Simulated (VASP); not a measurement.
The system is Ga2GeO2.

```
Ga Ge O
1.0
     3.99192    0.00000    0.00000
    -1.99596    3.45710    0.00000
     0.00000    0.00000    6.32229
Ga Ge O
2 1 2
Direct
  0.66667 0.33333 0.35735
  0.33333 0.66667 0.64265
  0.00000 0.00000 0.00000
  0.66667 0.33333 0.73819
  0.33333 0.66667 0.26181
```

The cell was built from a structure type or drawn by symmetry, and may not be a known phase.

- Program: VASP 6.6.1
- Task: relaxation of cell and atoms
- Functional: PBE
- Potentials or basis: VASP PAW PBE potentials, release 64 (Ga_d, Ge_d, O)
- Cutoff: 600 eV
- k mesh: 6 × 6 × 4
- Occupations: gaussian, width 0.1 eV
- Spin: no spin polarisation

At the start: pressure -6.2 GPa; volume 17.45 Å³/atom.

Task: How do energy, volume and symmetry change on relaxing?

Result: Over 39 steps the energy falls by 753.2 meV/atom and the volume is 13.95 Å³/atom (-20.0 %); space group P-3m1 (No. 164, to 0.1 Å) before and after.

The path:
```tsv
step	energy change (eV)	largest force (eV/Å)	pressure (GPa)	volume (Å³)
1	0.0000	0.8344	-6.20	87.25
2	-0.2883	0.9294	-0.92	79.00
3	-0.3238	0.9657	2.31	75.52
4	-0.5913	1.4864	2.98	74.00
5	-1.3506	2.4747	3.63	69.40
6	0.2756	3.6282	22.21	60.05
7	-1.3939	2.4089	6.25	67.34
8	-1.3673	1.9130	9.04	64.95
9	-1.4289	2.2641	7.27	66.25
10	-1.5584	1.9327	6.03	66.57
11	-1.6460	1.7866	4.55	67.12
12	-1.7802	1.5755	3.16	67.96
13	-2.0864	0.9062	0.27	70.52
14	-2.2807	0.6697	-1.81	75.75
15	-2.4731	0.3876	-3.53	76.41
16	-2.8992	0.5141	-6.25	77.65
17	-3.1922	1.3391	-1.41	77.10
18	-3.1845	0.7077	-4.55	77.78
19	-3.2126	0.8593	-3.80	77.64
20	-3.4040	0.9746	0.65	72.81
21	-3.4216	1.0877	3.26	70.62
22	-3.5112	0.8703	-0.72	70.88
23	-3.5118	0.8008	-0.56	70.86
24	-3.5775	0.5127	-0.76	70.37
25	-3.6630	0.1995	-0.11	69.17
26	-3.6740	0.2668	0.53	68.66
27	-3.7216	0.0558	-0.79	69.00
28	-3.7370	0.3698	-1.39	69.26
29	-3.7498	0.3421	0.18	68.71
30	-3.7499	0.3392	0.32	68.65
31	-3.7590	0.1703	0.64	68.81
32	-3.7619	0.0548	0.89	68.95
33	-3.7638	0.0421	-0.19	69.56
34	-3.7638	0.0432	0.02	69.51
35	-3.7638	0.0427	0.07	69.53
36	-3.7638	0.0424	-0.09	69.55
37	-3.7641	0.0421	0.02	69.57
38	-3.7649	0.0414	-0.02	69.63
39	-3.7660	0.0397	0.09	69.76
```

Final structure:
```
CELL_PARAMETERS angstrom
3.15782 0.00000 0.00000
-1.57891 2.73475 0.00000
0.00000 0.00000 8.07848
ATOMIC_POSITIONS crystal
Ga 0.66667 0.33333 0.27051
Ga 0.33333 0.66667 0.72949
Ge 0.00000 0.00000 0.00000
O 0.66667 0.33333 0.64282
O 0.33333 0.66667 0.35718
```

Caveat: the volume moved by over 15 % at a fixed basis, so the end points are rough.
